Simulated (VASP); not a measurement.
TlCl (CsCl type): single point with PBE

Crystal: TlCl (CsCl type).

```
Tl Cl
1.0
     3.90000    0.00000    0.00000
     0.00000    3.90000    0.00000
     0.00000    0.00000    3.90000
Tl Cl
1 1
Cartesian
  0.0000 0.0000 0.0000
  1.9500 1.9500 1.9500
```

```json
{"Program": "VASP 6.6.1", "Task": "single point", "Functional": "PBE", "Potentials or basis": "VASP PAW PBE potentials, release 64 (Tl_d, Cl)", "Cutoff": "500 eV", "k mesh": "6 × 6 × 6", "Occupations": "fermi-dirac, width 0.02 eV", "Spin": "non-collinear spin, zero start, spin-orbit coupling", "Starting moments": "[[0, 0, 0], [0, 0, 0]] μB", "Dipole correction": "no", "Further INCAR settings": "ALGO = Normal; EDIFF = 1e-06; NBANDS = 32"}
```

The pressure is -0.2 GPa and the net moment is 0.00 μB per cell. The valence electrons inside the program's atomic spheres are Tl 11.10; Cl 5.09.

Moments on the atoms (μB; x, y, z):
```
Tl  0.00 0.00 0.00
Cl  0.00 0.00 0.00
```

It took 110 s on 1 thread of Oxide Virtual Turin-like Processor, with other jobs on the host, peak memory 0.23 GiB.
